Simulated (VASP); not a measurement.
# CaSe (Fm-3m) in VASP: notebook

Aim: see how the results for CaSe move with the level of theory and the settings. Levels: r2SCAN, PBE. Tasks: G0W0 quasiparticle levels.

Everything below comes from runs of VASP 6.6.1. Logs are shortened: lines on timing, memory, paths and dates and some standing lists are left out, and cuts for length are marked.

## 1. The cell of the first run

Symmetry: Fm-3m, No. 225, cubic system. The conventional cell has a = 5.935 Å, b = 5.935 Å, c = 5.935 Å, α = 90.00°, β = 90.00°, γ = 90.00°. Within 3.9 Å of Ca (site symmetry m-3m) lie 6 Se at 2.97 Å. Se (site symmetry m-3m) has 6 Ca at 2.97 Å within 3.9 Å.

## 2. G0W0 quasiparticle levels, r2SCAN

POSCAR reads:

```
CaSe
1.0
    0.0000000000      2.9675351113      2.9675351113
    2.9675351113      0.0000000000      2.9675351113
    2.9675351113      2.9675351113      0.0000000000
Ca Se
1 1
Direct
    0.0000000000      0.0000000000      0.0000000000
    0.5000000000      0.5000000000      0.5000000000
```

INCAR.step1 reads:

```
  ALGO = Normal
  EDIFF = 1E-8
  ENCUT = 500
  ISMEAR = 0
  LASPH = T
  LCHARG = F
  LMIXTAU = T
  LREAL = F
  LWAVE = T
  METAGGA = R2SCAN
  NELM = 80
  PREC = Accurate
  SIGMA = 0.01
```

INCAR.step2 reads:

```
  ALGO = Exact
  EDIFF = 1E-8
  ENCUT = 500
  ISMEAR = 0
  ISTART = 1
  LASPH = T
  LCHARG = F
  LMIXTAU = T
  LOPTICS = T
  LREAL = F
  LWAVE = T
  METAGGA = R2SCAN
  NBANDS = 204
  NELM = 1
  PREC = Accurate
  SIGMA = 0.01
```

INCAR.step3 reads:

```
  ALGO = EVGW0
  EDIFF = 1E-8
  ENCUT = 500
  ENCUTGW = 140.0
  ISMEAR = 0
  ISTART = 1
  LASPH = T
  LCHARG = F
  LMIXTAU = T
  LREAL = F
  LWAVE = F
  METAGGA = R2SCAN
  NBANDS = 204
  NBANDSGW = 16
  NELMGW = 1
  NOMEGA = 96
  OMEGAMAX = 20
  PREC = Accurate
  PRECFOCK = Fast
  SIGMA = 0.01
```

KPOINTS reads:

```
k-points
0
Gamma
  4 4 4
```

Potentials or basis: VASP PAW PBE potentials, release 64 (Ca_sv_GW, Se_GW).

The run is started by

```bash
$ cat potpaw_PBE.64/Ca_sv_GW/POTCAR potpaw_PBE.64/Se_GW/POTCAR > POTCAR
$ cp INCAR.step1 INCAR
$ mpirun -np 1 vasp_std > vasp.out
$ cp INCAR.step2 INCAR
$ mpirun -np 1 vasp_std > vasp.out
$ cp INCAR.step3 INCAR
$ mpirun -np 1 vasp_std > vasp.out
```

OUTCAR:

```text
EDIFF = 1E-8
   ENCUT = 500
   ENCUTGW = 140.0
   ISMEAR = 0
   ISTART = 1
   LASPH = T
   LREAL = F
   METAGGA = R2SCAN
   NELMGW = 1
   PREC = Accurate
   PRECFOCK = Fast

 ion  position               nearest neighbor table
   1  0.000  0.000  0.000-   2 2.97   2 2.97   2 2.97   2 2.97   2 2.97   2 2.97
   2  0.500  0.500  0.500-   1 2.97   1 2.97   1 2.97   1 2.97   1 2.97   1 2.97

  LATTYP: Found a face centered cubic cell.
 ALAT       =     5.9350702226

  Lattice vectors:

 A1 = (   0.0000000000,   2.9675351113,   2.9675351113)
 A2 = (   2.9675351113,   0.0000000000,   2.9675351113)
 A3 = (   2.9675351113,   2.9675351113,   0.0000000000)

Analysis of symmetry for initial positions (statically):
=====================================================================
 Subroutine PRICEL returns:
 Original cell was already a primitive cell.

 Routine SETGRP: Setting up the symmetry group for a
 face centered cubic supercell.

 Subroutine GETGRP returns: Found 48 space group operations
 (whereof 48 operations were pure point group operations)
 out of a pool of 48 trial point group operations.

The static configuration has the point symmetry O_h .

Analysis of symmetry for dynamics (positions and initial velocities):
=====================================================================
 Subroutine PRICEL returns:
 Original cell was already a primitive cell.

 Routine SETGRP: Setting up the symmetry group for a
 face centered cubic supercell.

 Subroutine GETGRP returns: Found 48 space group operations
 (whereof 48 operations were pure point group operations)
 out of a pool of 48 trial point group operations.

The dynamic configuration has the point symmetry O_h .

 Subroutine INISYM returns: Found 48 space group operations
 (whereof 48 operations are pure point group operations),
 and found     1 'primitive' translations

----------------------------------------------------------------------------------------

                                     Primitive cell

  volume of cell :      52.2658

  direct lattice vectors                    reciprocal lattice vectors
[... 50 lines left out ...]
  0.500000  0.500000  0.000000      3.000000
 -0.250000  0.500000  0.250000      6.000000
   k-points           NKPTS =      8   k-points in BZ     NKDIM =     64   number of bands    NBANDS=    204
   number of dos      NEDOS =    301   number of ions     NIONS =      2
   total plane-waves  NPLWV =  32768
   dimension x,y,z NGX =    32 NGY =   32 NGZ =   32
   dimension x,y,z NGXF=    64 NGYF=   64 NGZF=   64
   ions per type =               1   1
   NGX,Y,Z   is equivalent  to a cutoff of  12.68, 12.68, 12.68 a.u.
   NGXF,Y,Z  is equivalent  to a cutoff of  25.35, 25.35, 25.35 a.u.
 SYSTEM =  unknown system
   PREC   = accura    normal or accurate (medium, high low for compatibility)
   ISTART =      1    job   : 0-new  1-cont  2-samecut
   ICHARG =      0    charge: 1-file 2-atom 10-const
   ISPIN  =      1    spin polarized calculation?
   LNONCOLLINEAR =      F non collinear calculations
   LSORBIT =      F    spin-orbit coupling
   LASPH  =      T    aspherical Exc in radial PAW
   ENCUT  =  500.0 eV  36.75 Ry    6.06 a.u.   7.65  7.65  7.65*2*pi/ulx,y,z
   NELM   =     60;   NELMIN=  2; NELMDL=  0     # of ELM steps
   EDIFF  = 0.1E-07   stopping-criterion for ELM
   LREAL  =      F    real-space projection
   EDIFFG = 0.1E-06   stopping-criterion for IOM
   NSW    =      0    number of steps for IOM
   IBRION =     -1    ionic relax: 0-MD 1-quasi-New 2-CG
   NFREE  =      0    steps in history (QN), initial steepest desc. (CG)
   ISIF   =      0    stress and relaxation
   ISYM   =      3    0-nonsym 1-usesym 2-fastsym
   POTIM  = 0.5000    time-step for ionic-motion
   TEBEG  =    0.0;   TEEND  =   0.0 temperature during run
   PSTRESS=    0.0 pullay stress
   NELECT =      16.0000    total number of electrons
   NUPDOWN=      -1.0000    fix difference up-down
   EMIN   =  10.00;   EMAX   =-10.00  energy-range for DOS
   EFERMI =   0.00;   METHOD = LEGACY
   ISMEAR =     0;   SIGMA  =   0.01  broadening in eV -4-tet -1-fermi 0-gaus
   EFERMI_NEDOS =   21; number of points for ismear=-14 and -15
   IALGO  =     38    algorithm
   IMIX   =      4    mixing-type and parameters
     AMIX     =   0.40;   BMIX     =  1.00
     AMIX_MAG =   1.60;   BMIX_MAG =  1.00
  volume/ion in A,a.u.               =      26.13       176.35
  Fermi-wavevector in a.u.,A,eV,Ry     =   1.103339  2.085008 16.563146  1.217357
  Thomas-Fermi vector in A             =   2.239796
   LORBIT       =      0    0 simple, 1 ext, 2 COOP (PROOUT), +10 PAW based schemes
   METAGGA = R2SCAN    functional components
   LHFCALC =     T    Hartree Fock is set to
   PRECFOCK=fast      Normal, Fast or Accurate (Low or Medium for compatibility)
   ENCUT4O =  -1.0   cutoff for four orbital integrals eV
   NKREDX  =     1    reduce k-point grid by
   NKREDY  =     1    reduce k-point grid by
   NKREDZ  =     1    reduce k-point grid by
   AEXX    =    1.0000 exact exchange contribution
   HFSCREEN=    0.0000 screening length (either q_TF or 0.3 A-1)
   HFSCREENC=   0.0000 screening length for correlation (either q_TF or 0.3 A-1)
   ENCUTFOCK=  -1.0 apply spherical cutoff to Coloumb kernel
   IVDW    =     0    specifies the selected vdW correction
   LEPSILON=     F    determine dielectric tensor
   LRPA    =     F    only Hartree local field effects (RPA)
   LRPAFORCE           =     F    calculate RPA forces
   ENCUTGW             = 140.0    cutoff for response function in eV
   ENCUTGWSOFT         = 112.0    soft cutoff for Coulomb kernel in GW response function in eV
   ENCUTLF             =  -1.0    cutoff for local field effects
   NELMGW              =     1    number of iterations in solving QP/BSE equation
   NELMHF              =     1    number of iterations in the inner HF iteration
   NKREDLFX            =     1    NKREDLFY  =   1   NKREDLFZ  =   1
 non-spin polarized calculation
 Gauss-broadening in eV      SIGMA  =   0.01
  energy-cutoff  :      500.00
  volume of cell :       52.27
 maximum number of plane-waves:      1363
 NGX is ok and might be reduce to    32
  NGX = 18; NGY = 18; NGZ = 18
   NGX = 15   NGY = 15   NGZ = 15
 maximum number of plane-waves:       210
 NGX is ok and might be reduce to    18

 QP shifts <psi_nk| G(iteration)W_0 |psi_nk>: iteration 1
 for sc-GW calculations column KS-energies equals QP-energies in previous step
 and V_xc(KS)=  KS-energies - (<T + V_ion + V_H > + <T+V_H+V_ion>^1  + <V_x>^1)

 k-point   1 :       0.0000    0.0000    0.0000
  band No.  KS-energies  QP-energies   sigma(KS)   V_xc(KS)     V^pw_x(r,r')   Z            occupation Imag(sigma)

      1     -38.0317     -38.4433     -22.9899     -22.3102     -34.4428       0.6055       2.0000       0.5359
      2     -18.1421     -19.6349     -22.7531     -20.6775     -27.8851       0.7192       2.0000       0.1582
      3     -18.1421     -19.6349     -22.7531     -20.6775     -27.8851       0.7192       2.0000       0.1582
      4     -18.1421     -19.6349     -22.7531     -20.6775     -27.8851       0.7192       2.0000       0.1582
      5      -8.8292      -9.1825     -13.7835     -13.2604     -19.8234       0.6754       2.0000       1.0816
      6       3.3242       2.5810     -13.4402     -12.4956     -14.8716       0.7868       2.0000       0.0393
[... 135 lines left out ...]
      2     -18.1959     -19.6888     -22.6739     -20.5784     -27.8212       0.7124       2.0000       0.1735
      3     -18.1959     -19.6888     -22.6739     -20.5784     -27.8212       0.7124       2.0000       0.1735
      4     -18.1795     -19.6394     -22.6633     -20.6043     -27.8314       0.7090       2.0000       0.1801
      5      -8.1496      -8.4799     -14.2927     -13.8097     -20.0253       0.6840       2.0000       0.9380
      6       1.3513       0.4461     -12.4863     -11.2995     -14.3996       0.7627       2.0000       0.0493
[... 8 lines left out ...]
     15      13.0455      13.0955      -8.7837      -8.8489      -4.0944       0.7653       0.0000      -0.1576
     16      13.4922      14.3155     -10.5633     -11.6897      -5.3404       0.7309       0.0000      -0.2230
```

OUTCAR.step1:

```text
EDIFF = 1E-8
   ENCUT = 500
   ISMEAR = 0
   LASPH = T
   LREAL = F
[... 322 lines left out ...]
 -----------------------------------------------------------------------------------
      0.00000      0.00000      0.00000         0.000000      0.000000      0.000000
      2.96754      2.96754      2.96754         0.000000      0.000000      0.000000
 -----------------------------------------------------------------------------------
    total drift:                                0.000000     -0.000000     -0.000000

  FREE ENERGIE OF THE ION-ELECTRON SYSTEM (eV)
  ---------------------------------------------------
  free  energy   TOTEN  =       -30.9182978922 eV

  energy  without entropy=      -30.9182978922  energy(sigma->0) =      -30.91829789
```

It took 3.6 min on 1 thread of Intel Xeon 6975P-C (Granite Rapids), shared host; peak memory 0.61 GiB.

What came out:

* Quasiparticle gap: 3.90 eV
* Least direct quasiparticle gap: 4.90 eV
* Band gap of the starting levels on the mesh: 2.51 eV
* Least direct gap of the starting levels on the mesh: 3.46 eV

Caveat: the k points lie up to 0.46 Å⁻¹ apart; bands, screening cutoff and mesh are small and nothing is extrapolated, so the quasiparticle values aren't converged.

## 3. G0W0 quasiparticle levels, PBE

POSCAR is that of step 2.

INCAR.step1 reads:

```
SYSTEM = CaSe
ALGO = Normal
EDIFF = 1E-8
ENCUT = 500
GGA = PE
ISMEAR = 0
LASPH = .True.
LCHARG = .False.
LREAL = .False.
LWAVE = .True.
NELM = 80
PREC = Accurate
SIGMA = 0.01
```

INCAR.step2 reads:

```
SYSTEM = CaSe
ALGO = Exact
EDIFF = 1E-8
ENCUT = 500
GGA = PE
ISMEAR = 0
ISTART = 1
LASPH = .True.
LCHARG = .False.
LOPTICS = .True.
LREAL = .False.
LWAVE = .True.
NBANDS = 204
NELM = 1
PREC = Accurate
SIGMA = 0.01
```

INCAR.step3 reads:

```
SYSTEM = CaSe
ALGO = EVGW0
EDIFF = 1E-8
ENCUT = 500
ENCUTGW = 140.0
GGA = PE
ISMEAR = 0
ISTART = 1
LASPH = .True.
LCHARG = .False.
LREAL = .False.
LWAVE = .False.
NBANDS = 204
NBANDSGW = 16
NELMGW = 1
NOMEGA = 96
OMEGAMAX = 20
PREC = Accurate
PRECFOCK = Fast
SIGMA = 0.01
```

KPOINTS reads:

```
k-points
0
Gamma
  4 4 4
  0 0 0
```

Potentials or basis: VASP PAW PBE potentials, release 64 (Ca_sv_GW, Se_GW).

The run is started by

```bash
$ cat potpaw_PBE.64/Ca_sv_GW/POTCAR potpaw_PBE.64/Se_GW/POTCAR > POTCAR
$ cp INCAR.step1 INCAR
$ mpirun -np 1 vasp_std > vasp.out
$ cp INCAR.step2 INCAR
$ mpirun -np 1 vasp_std > vasp.out
$ cp INCAR.step3 INCAR
$ mpirun -np 1 vasp_std > vasp.out
```

OUTCAR:

```text
SYSTEM = CaSe
   EDIFF = 1E-8
   ENCUT = 500
   ENCUTGW = 140.0
   GGA = PE
   ISMEAR = 0
   ISTART = 1
   LASPH = .True.
   LREAL = .False.
   NELMGW = 1
   PREC = Accurate
   PRECFOCK = Fast

 ion  position               nearest neighbor table
   1  0.000  0.000  0.000-   2 2.97   2 2.97   2 2.97   2 2.97   2 2.97   2 2.97
   2  0.500  0.500  0.500-   1 2.97   1 2.97   1 2.97   1 2.97   1 2.97   1 2.97

  LATTYP: Found a face centered cubic cell.
 ALAT       =     5.9350702226

  Lattice vectors:
[... 156 lines left out ...]
   ENCUTLF             =  -1.0    cutoff for local field effects
   NELMGW              =     1    number of iterations in solving QP/BSE equation
   NELMHF              =     1    number of iterations in the inner HF iteration
   NKREDLFX            =     1    NKREDLFY  =   1   NKREDLFZ  =   1
 non-spin polarized calculation
 Gauss-broadening in eV      SIGMA  =   0.01
  energy-cutoff  :      500.00
  volume of cell :       52.27
 maximum number of plane-waves:      1363
 NGX is ok and might be reduce to    32
  NGX = 18; NGY = 18; NGZ = 18
   NGX = 15   NGY = 15   NGZ = 15
 maximum number of plane-waves:       210
 NGX is ok and might be reduce to    18

 QP shifts <psi_nk| G(iteration)W_0 |psi_nk>: iteration 1
 for sc-GW calculations column KS-energies equals QP-energies in previous step
 and V_xc(KS)=  KS-energies - (<T + V_ion + V_H > + <T+V_H+V_ion>^1  + <V_x>^1)

 k-point   1 :       0.0000    0.0000    0.0000
  band No.  KS-energies  QP-energies   sigma(KS)   V_xc(KS)     V^pw_x(r,r')   Z            occupation Imag(sigma)

      1     -36.2093     -37.3421     -22.6494     -20.7303     -34.4490       0.5903       2.0000       0.5573
      2     -17.1994     -18.9511     -22.4695     -19.9505     -27.8729       0.6954       2.0000       0.1740
      3     -17.1994     -18.9511     -22.4695     -19.9505     -27.8729       0.6954       2.0000       0.1740
      4     -17.1994     -18.9511     -22.4695     -19.9505     -27.8729       0.6954       2.0000       0.1740
      5      -8.1614      -8.9703     -13.6327     -12.4507     -19.8103       0.6844       2.0000       1.0880
      6       3.5954       2.6354     -13.3344     -12.0889     -14.7523       0.7708       2.0000       0.0441
[... 135 lines left out ...]
      2     -17.2540     -19.0033     -22.3882     -19.8450     -27.8066       0.6878       2.0000       0.1904
      3     -17.2540     -19.0033     -22.3882     -19.8450     -27.8066       0.6878       2.0000       0.1904
      4     -17.2367     -18.9650     -22.3763     -19.8734     -27.8182       0.6905       2.0000       0.1960
      5      -7.5090      -8.2598     -14.1336     -13.0209     -20.0092       0.6748       2.0000       0.9227
      6       1.6315       0.5581     -12.3220     -10.8808     -14.2724       0.7448       2.0000       0.0570
[... 8 lines left out ...]
     15      12.5072      12.8032      -9.0285      -9.4252      -4.1582       0.7462       0.0000      -0.1899
     16      13.0647      13.9937     -10.8004     -12.0955      -5.3204       0.7173       0.0000      -0.2900
```

It took 3.9 min on 1 thread of Intel Xeon 6975P-C (Granite Rapids), shared host; peak memory 0.59 GiB.

Results:

- Quasiparticle gap: 3.68 eV
- Least direct quasiparticle gap: 4.57 eV
- Band gap of the starting levels on the mesh: 2.05 eV
- Least direct gap of the starting levels on the mesh: 2.97 eV

Caveat: the k points lie up to 0.46 Å⁻¹ apart; bands, screening cutoff and mesh are small and nothing is extrapolated, so the quasiparticle values aren't converged.
